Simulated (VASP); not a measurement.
# Li in VASP: single point with PBE+D3(BJ)

Aim: the single point of Li with PBE+D3(BJ).

Program: VASP 6.6.1. These are calculated values, not measurements. Logs are shortened: lines on timing, memory, paths and dates and some standing lists are left out, and cuts for length are marked.

**1. The cell of the first run**

The cell holds a slab with vacuum, 12 atoms: a = 5.759 Å, b = 5.759 Å, c = 20.702 Å, α = 90.00°, β = 90.00°, γ = 109.47°.

**2. Single point, PBE+D3(BJ)**

INCAR reads:

```
SYSTEM = Li
  PREC = Accurate
  ENCUT = 520
  EDIFF = 1E-6
  ISMEAR = 0
  SIGMA = 0.1
  LREAL = .False.
  LASPH = .True.
  NELM = 100
  ALGO = Normal
  ISIF = 2
  LWAVE = .False.
  LCHARG = .False.
  LDIPOL = .True.
  IDIPOL = 3
  DIPOL = 0.5 0.5 0.497
  GGA = PE
  IVDW = 12
  NBANDS = 30
```

KPOINTS reads:

```
regular mesh
0
Gamma
  4 4 1
  0 0 0
```

POSCAR reads:

```
Li
1.0
    5.7591582653      0.0000000000      0.0000000000
   -1.9197194218      5.4297864845      0.0000000000
    0.0000000000      0.0000000000     20.7023330327
Li
12
Direct
    0.2500000000      0.2500000000      0.3864298766
    0.2500000000      0.7500000000      0.3864298766
    0.7500000000      0.2500000000      0.3864298766
    0.7500000000      0.7500000000      0.3864298766
    0.5000000000      0.5000000000      0.4969942861
    0.5000000000      0.0000000000      0.4969942861
    0.0000000000      0.5000000000      0.4969942861
    0.0000000000      0.0000000000      0.4969942861
    0.7500000000      0.7500000000      0.6070601531
    0.7500000000      0.2500000000      0.6070601531
    0.2500000000      0.7500000000      0.6070601531
    0.2500000000      0.2500000000      0.6070601531
```

Potentials or basis: VASP PAW PBE potentials, release 64 (Li_sv).

Command:

```sh
> cat potpaw_PBE.64/Li_sv/POTCAR > POTCAR
> mpirun -np 1 vasp_std > vasp.out
```

OUTCAR:

```text
SYSTEM = Li
   PREC = Accurate
   ENCUT = 520
   EDIFF = 1E-6
   ISMEAR = 0
   LREAL = .False.
   LASPH = .True.
   NELM = 100
   ISIF = 2
   GGA = PE
   IVDW = 12
 IVDW          = 12

 ion  position               nearest neighbor table
   1  0.250  0.250  0.386-
   2  0.250  0.750  0.386-
   3  0.750  0.250  0.386-
   4  0.750  0.750  0.386-
   5  0.500  0.500  0.497-
   6  0.500  0.000  0.497-
   7  0.000  0.500  0.497-
   8  0.000  0.000  0.497-
   9  0.750  0.750  0.607-
  10  0.750  0.250  0.607-
  11  0.250  0.750  0.607-
  12  0.250  0.250  0.607-

  LATTYP: Found a base centered orthorhombic cell.
 ALAT       =     6.6501031496
 B/A-ratio  =     1.4142135624
 C/A-ratio  =     3.1130844991

  Lattice vectors:

 A1 = (   5.7591582653,   0.0000000000,   0.0000000000)
 A2 = (  -1.9197194218,   5.4297864845,   0.0000000000)
 A3 = (   0.0000000000,   0.0000000000,  20.7023330327)

Analysis of symmetry for initial positions (statically):
=====================================================================
 Subroutine PRICEL returns following result:

  LATTYP: Found a base centered orthorhombic cell.
 ALAT       =     3.3250515748
 B/A-ratio  =     1.4142135624
 C/A-ratio  =     6.2261689983

  Lattice vectors:

 A1 = (   2.8795791326,   0.0000000000,   0.0000000000)
 A2 = (  -0.9598597109,   2.7148932423,   0.0000000000)
 A3 = (   0.0000000000,   0.0000000000,  20.7023330327)

   4 primitive cells build up your supercell.

 Routine SETGRP: Setting up the symmetry group for a
 base centered orthorhombic supercell.

 Subroutine GETGRP returns: Found  4 space group operations
 (whereof  4 operations were pure point group operations)
 out of a pool of  8 trial point group operations.

The static configuration has the point symmetry C_2v.

Analysis of symmetry for dynamics (positions and initial velocities):
=====================================================================
 Subroutine PRICEL returns following result:

  LATTYP: Found a base centered orthorhombic cell.
 ALAT       =     3.3250515748
 B/A-ratio  =     1.4142135624
 C/A-ratio  =     6.2261689983

  Lattice vectors:

 A1 = (   2.8795791326,   0.0000000000,   0.0000000000)
 A2 = (  -0.9598597109,   2.7148932423,   0.0000000000)
 A3 = (   0.0000000000,   0.0000000000,  20.7023330327)

   4 primitive cells build up your supercell.

 Routine SETGRP: Setting up the symmetry group for a
 base centered orthorhombic supercell.

 Subroutine GETGRP returns: Found  4 space group operations
 (whereof  4 operations were pure point group operations)
 out of a pool of  8 trial point group operations.

The dynamic configuration has the point symmetry C_2v.

 Subroutine INISYM returns: Found  4 space group operations
 (whereof  4 operations are pure point group operations),
 and found     4 'primitive' translations

----------------------------------------------------------------------------------------

                                     Primitive cell

  volume of cell :     161.8457

  direct lattice vectors                    reciprocal lattice vectors
     2.879579133  0.000000000  0.000000000     0.347272971  0.122779536  0.000000000
    -0.959859711  2.714893242  0.000000000     0.000000000  0.368338609  0.000000000
     0.000000000  0.000000000 20.702333033     0.000000000  0.000000000  0.048303735

  length of vectors
     2.879579133  2.879579133 20.702333033     0.368338609  0.368338609  0.048303735

  position of ions in fractional coordinates (direct lattice)
     0.500000000  0.500000000  0.386429877
     0.000000000  0.000000000  0.496994286
     0.500000000  0.500000000  0.607060153

  ion indices of the primitive-cell ions
   primitive index   ion index
                 1           1
                 2           5
                 3          12

----------------------------------------------------------------------------------------

 KPOINTS: regular mesh

Automatic generation of k-mesh.
 Grid dimensions read from file:
 generate k-points for:    4    4    1

 Generating k-lattice:

  Cartesian coordinates                     Fractional coordinates (reciprocal lattice)
     0.043409121  0.015347442  0.000000000     0.250000000 -0.000000000  0.000000000
     0.000000000  0.046042326  0.000000000     0.000000000  0.250000000  0.000000000
     0.000000000  0.000000000  0.048303735     0.000000000  0.000000000  1.000000000

  Length of vectors
     0.046042326  0.046042326  0.048303735

  Shift w.r.t. Gamma in fractional coordinates (k-lattice)
     0.000000000  0.000000000  0.000000000

 Subroutine IBZKPT returns following result:
 ===========================================

 Found      7 irreducible k-points:

 Following reciprocal coordinates:
            Coordinates               Weight
  0.000000  0.000000  0.000000      1.000000
  0.250000  0.000000  0.000000      4.000000
  0.500000  0.000000  0.000000      2.000000
  0.250000  0.250000  0.000000      2.000000
  0.500000  0.250000  0.000000      4.000000
 -0.250000  0.250000  0.000000      2.000000
  0.500000  0.500000  0.000000      1.000000
   k-points           NKPTS =      7   k-points in BZ     NKDIM =      7   number of bands    NBANDS=     30
   number of dos      NEDOS =    301   number of ions     NIONS =     12
   total plane-waves  NPLWV = 368640
   dimension x,y,z NGX =    48 NGY =   48 NGZ =  160
   dimension x,y,z NGXF=    96 NGYF=   96 NGZF=  320
   ions per type =              12
   NGX,Y,Z   is equivalent  to a cutoff of  13.86, 13.86, 12.85 a.u.
   NGXF,Y,Z  is equivalent  to a cutoff of  27.71, 27.71, 25.70 a.u.
 SYSTEM =  Li
   PREC   = accura    normal or accurate (medium, high low for compatibility)
   ISTART =      0    job   : 0-new  1-cont  2-samecut
   ICHARG =      2    charge: 1-file 2-atom 10-const
   ISPIN  =      1    spin polarized calculation?
   LNONCOLLINEAR =      F non collinear calculations
   LSORBIT =      F    spin-orbit coupling
   LASPH  =      T    aspherical Exc in radial PAW
   ENCUT  =  520.0 eV  38.22 Ry    6.18 a.u.  10.71 10.71 38.49*2*pi/ulx,y,z
   NELM   =    100;   NELMIN=  2; NELMDL= -5     # of ELM steps
   EDIFF  = 0.1E-05   stopping-criterion for ELM
   LREAL  =      F    real-space projection
   EDIFFG = 0.1E-04   stopping-criterion for IOM
   NSW    =      0    number of steps for IOM
   IBRION =     -1    ionic relax: 0-MD 1-quasi-New 2-CG
   NFREE  =      0    steps in history (QN), initial steepest desc. (CG)
   ISIF   =      2    stress and relaxation
   ISYM   =      2    0-nonsym 1-usesym 2-fastsym
   POTIM  = 0.5000    time-step for ionic-motion
   TEBEG  =    0.0;   TEEND  =   0.0 temperature during run
   PSTRESS=    0.0 pullay stress
   NELECT =      36.0000    total number of electrons
   NUPDOWN=      -1.0000    fix difference up-down
   EMIN   =  10.00;   EMAX   =-10.00  energy-range for DOS
   EFERMI =   0.00;   METHOD = LEGACY
   ISMEAR =     0;   SIGMA  =   0.10  broadening in eV -4-tet -1-fermi 0-gaus
   EFERMI_NEDOS =   21; number of points for ismear=-14 and -15
   IALGO  =     38    algorithm
   IMIX   =      4    mixing-type and parameters
     AMIX     =   0.40;   BMIX     =  1.00
     AMIX_MAG =   1.60;   BMIX_MAG =  1.00
  volume/ion in A,a.u.               =      53.95       364.06
  Fermi-wavevector in a.u.,A,eV,Ry     =   0.624869  1.180830  5.312540  0.390461
  Thomas-Fermi vector in A             =   1.685576
   LORBIT       =      0    0 simple, 1 ext, 2 COOP (PROOUT), +10 PAW based schemes
   GGA     = PE    functional components
   LHFCALC =     F    Hartree Fock is set to
   AEXX    =    0.0000 exact exchange contribution
   IVDW    =    12    specifies the selected vdW correction
   LEPSILON=     F    determine dielectric tensor
   LRPA    =     F    only Hartree local field effects (RPA)
 non-spin polarized calculation
 Gauss-broadening in eV      SIGMA  =   0.10
  energy-cutoff  :      520.00
  volume of cell :      647.38
 maximum number of plane-waves:     17461
 NGX is ok and might be reduce to    48
   NGX = 21   NGY = 21   NGZ = 77

 dipolmoment           0.000000      0.000000      0.000097 electrons x Angstroem

 number of electron      35.9999995 magnetization

 dipolmoment           0.000000      0.000000     -0.000857 electrons x Angstroem

 Free energy of the ion-electron system (eV)
  ---------------------------------------------------
  ext. energy  EPLUGINS =         0.00000000
  ---------------------------------------------------
  free energy    TOTEN  =       -20.65989054 eV

  energy without entropy =      -20.63639963  energy(sigma->0) =      -20.64814509

 E-fermi :  -1.7275     XC(G=0):  -3.2996

 val. band max:       -1.7333141048   @ k =   0.0000   0.0000   0.0000
 cond. band min:      -1.6715447270   @ k =   0.5000   0.5000   0.0000
 fundamental gap:      0.0617693777
 Fermi energy:        -1.7274565788

 k-point     1 :       0.0000    0.0000    0.0000
  band No.  band energies     occupation
      1     -48.5652      2.00000
      2     -48.5602      2.00000
      3     -48.5511      2.00000
      4     -48.5511      2.00000
      5     -48.5460      2.00000
      6     -48.5460      2.00000
[... 22 lines left out ...]
     29       1.9868      0.00000
     30       2.1914      0.00000

 k-point     2 :       0.2500    0.0000    0.0000
  band No.  band energies     occupation
      1     -48.5632      2.00000
      2     -48.5581      2.00000
      3     -48.5532      2.00000
      4     -48.5497      2.00000
      5     -48.5481      2.00000
      6     -48.5447      2.00000
[... 22 lines left out ...]
     29       1.8771      0.00000
     30       1.9946      0.00000

 k-point     3 :       0.5000    0.0000    0.0000
  band No.  band energies     occupation
      1     -48.5582      2.00000
      2     -48.5582      2.00000
      3     -48.5531      2.00000
      4     -48.5531      2.00000
      5     -48.5464      2.00000
      6     -48.5464      2.00000
[... 22 lines left out ...]
     29       2.3843      0.00000
     30       2.3902      0.00000

 k-point     4 :       0.2500    0.2500    0.0000
  band No.  band energies     occupation
      1     -48.5606      2.00000
      2     -48.5556      2.00000
      3     -48.5523      2.00000
      4     -48.5523      2.00000
      5     -48.5472      2.00000
      6     -48.5472      2.00000
[... 22 lines left out ...]
     29       1.6774      0.00000
     30       1.8403      0.00000

 k-point     5 :       0.5000    0.2500    0.0000
  band No.  band energies     occupation
      1     -48.5573      2.00000
      2     -48.5556      2.00000
      3     -48.5522      2.00000
      4     -48.5505      2.00000
      5     -48.5490      2.00000
      6     -48.5473      2.00000
[... 22 lines left out ...]
     29       1.8370      0.00000
     30       2.1214      0.00000

 k-point     6 :      -0.2500    0.2500    0.0000
  band No.  band energies     occupation
      1     -48.5618      2.00000
      2     -48.5567      2.00000
      3     -48.5511      2.00000
      4     -48.5511      2.00000
      5     -48.5460      2.00000
      6     -48.5460      2.00000
[... 22 lines left out ...]
     29       1.9814      0.00000
     30       2.2423      0.00000

 k-point     7 :       0.5000    0.5000    0.0000
  band No.  band energies     occupation
      1     -48.5535      2.00000
      2     -48.5535      2.00000
      3     -48.5511      2.00000
      4     -48.5511      2.00000
      5     -48.5484      2.00000
      6     -48.5484      2.00000
[... 22 lines left out ...]
     29       2.0878      0.00000
     30       2.0878      0.00000

------------------------ aborting loop because EDIFF is reached ----------------------------------------

 vacuum level on the upper side and lower side of the slab       (xc-potential included)        -0.155        -0.149

 Edisp (eV)   -1.58359

 E8    (eV) :    -0.6898

  FORCE on cell =-STRESS in cart. coord.  units (eV):
  Direction    XX          YY          ZZ          XY          YZ          ZX
  --------------------------------------------------------------------------------------
  -------------------------------------------------------------------------------------
  Total       1.51278     0.69135    -0.08220    -1.16168     0.00000     0.00000
  in kB       3.74392     1.71099    -0.20343    -2.87500     0.00000     0.00000
  external pressure =        1.75 kB  Pullay stress =        0.00 kB

 VOLUME and BASIS-vectors are now :
 -----------------------------------------------------------------------------
  energy-cutoff  :      520.00
  volume of cell :      647.38
      direct lattice vectors                 reciprocal lattice vectors
     5.759158265  0.000000000  0.000000000     0.173636485  0.061389768  0.000000000
    -1.919719422  5.429786485  0.000000000     0.000000000  0.184169304  0.000000000
     0.000000000  0.000000000 20.702333033     0.000000000  0.000000000  0.048303735

 POSITION                                       TOTAL-FORCE (eV/Angst)
 -----------------------------------------------------------------------------------
      0.95986      1.35745      8.00000        -0.000000     -0.000000     -0.002646
     -0.00000      4.07234      8.00000        -0.000000      0.000000     -0.002646
      3.83944      1.35745      8.00000         0.000000     -0.000000     -0.002646
      2.87958      4.07234      8.00000        -0.000000      0.000000     -0.002646
      1.91972      2.71489     10.28894        -0.000000      0.000000     -0.009651
      2.87958      0.00000     10.28894         0.000000     -0.000000     -0.009651
     -0.95986      2.71489     10.28894         0.000000      0.000000     -0.009651
      0.00000      0.00000     10.28894        -0.000000     -0.000000     -0.009651
      2.87958      4.07234     12.56756         0.000000     -0.000000      0.012297
      3.83944      1.35745     12.56756        -0.000000     -0.000000      0.012297
     -0.00000      4.07234     12.56756         0.000000     -0.000000      0.012297
      0.95986      1.35745     12.56756        -0.000000      0.000000      0.012297
 -----------------------------------------------------------------------------------
    total drift:                                0.000000      0.000000     -0.000643

  FREE ENERGIE OF THE ION-ELECTRON SYSTEM (eV)
  ---------------------------------------------------
  free  energy   TOTEN  =       -22.2434820891 eV

  energy  without entropy=      -22.2199911813  energy(sigma->0) =      -22.23173664

 vacuum level on the upper side and lower side of the slab         1.462         1.467
```

It took 3.2 min on 1 thread of Intel Xeon 6975P-C (Granite Rapids), shared host; peak memory 0.71 GiB.

What came out:

| Item | Value |
| --- | --- |
| Free energy | -22.2435 eV |
| Largest force | 0.012 eV/Å |
| Band gap on the k mesh | zero (band 18 reaches -1.61 eV, above the bottom of band 19 at -1.78 eV) |
| Dispersion energy per atom | -0.132 eV |

Forces on the atoms (eV/Å):
```
Li   0.000  0.000 -0.003
Li   0.000  0.000 -0.003
Li   0.000  0.000 -0.003
Li   0.000  0.000 -0.003
Li   0.000  0.000 -0.010
Li   0.000  0.000 -0.010
Li   0.000  0.000 -0.010
Li   0.000  0.000 -0.010
Li   0.000  0.000  0.012
Li   0.000  0.000  0.012
Li   0.000  0.000  0.012
Li   0.000  0.000  0.012
```

Caveat: the cutoff is under 1.25 times the usual one of these potentials, so pressure, stress and relaxed cells hold a basis-set (Pulay) error.
